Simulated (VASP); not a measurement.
Tl2I:

```
CELL_PARAMETERS angstrom
0.00000 3.66624 3.66624
3.66624 0.00000 3.66624
3.66624 3.66624 0.00000
ATOMIC_POSITIONS crystal
Tl 0.25000 0.25000 0.25000
Tl 0.75000 0.75000 0.75000
I 0.00000 0.00000 0.00000
```

```yaml
Program: VASP 6.6.1
Task: relaxation of cell and atoms
Functional: r2SCAN
Potentials_or_basis: VASP PAW PBE potentials, release 64 (Tl_d, I)
Cutoff: 600 eV
k_mesh: 4 × 4 × 4
Occupations: gaussian, width 0.1 eV
Spin: no spin polarisation
```

At the start: pressure 10.5 GPa; volume 32.85 Å³/atom.

Question: How do energy, volume and symmetry change on relaxing?

Answer: Over 4 steps the energy falls by 298.0 meV/atom and the volume is 45.56 Å³/atom (+38.7 %); space group Fm-3m (No. 225, to 0.1 Å) before and after.

The path:
```csv
step,energy change (eV),largest force (eV/Å),pressure (GPa),volume (Å³)
1,0.0000,0.0000,10.45,98.56
2,-0.8881,0.0000,0.47,132.41
3,-0.8920,0.0000,-0.25,139.12
4,-0.8940,0.0000,-0.01,136.68
```

Final structure:
```
Tl I
1.0
     0.00000    4.08845    4.08845
     4.08845    0.00000    4.08845
     4.08845    4.08845    0.00000
Tl I
2 1
Cartesian
  2.0442 2.0442 2.0442
  6.1327 6.1327 6.1327
  0.0000 0.0000 0.0000
```

Caveat: the k points lie up to 0.33 Å⁻¹ apart in the final cell, too coarse for converged energies and pressures of a metal; the volume moved by over 15 % at a fixed basis, so the end points are rough; the PAW data sets were made with another functional, which shifts forces and pressure a little; an odd number of electrons without spin polarisation forces a metal; a magnetic or distorted state may lie lower.
